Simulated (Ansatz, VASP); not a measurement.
One calculation of HfN, two programs

```
Hf N
1.0
     0.00000    2.25600    2.25600
     2.25600    0.00000    2.25600
     2.25600    2.25600    0.00000
Hf N
1 1
Cartesian
  0.0000 0.0000 0.0000
  2.2560 2.2560 2.2560
```

Alike in both runs: task relaxation of cell and atoms; functional PBEsol; k mesh 11 × 11 × 11; no spin polarisation.

|  | VASP | Ansatz |
| --- | --- | --- |
| version | VASP 6.6.1 | Ansatz 0.2.0 |
| potentials or method | VASP PAW PBE potentials, release 64 (Hf_pv, N) | plane waves, PAW |
| plane-wave cutoff (eV) | 600 | 420 |
| occupations | fermi-dirac, width 0.1 eV | fermi-dirac |
| valence electrons in the cell | 15 | 31 |

Ansatz gave:

```
relaxed volume (Å³/atom)                                     : 11.41
relaxed cell length with the largest relative difference (Å) : 3.184
```

Estimate VASP's values.

relaxed volume (Å³/atom): 11.32; relaxed cell length with the largest relative difference (Å): 3.175.

VASP's potentials were made for PBE, not for PBEsol. VASP's potentials hold 15 valence electrons a cell and Ansatz's 31, so a difference there can come from the potentials and not from the codes.

Neither program's run includes spin-orbit coupling.
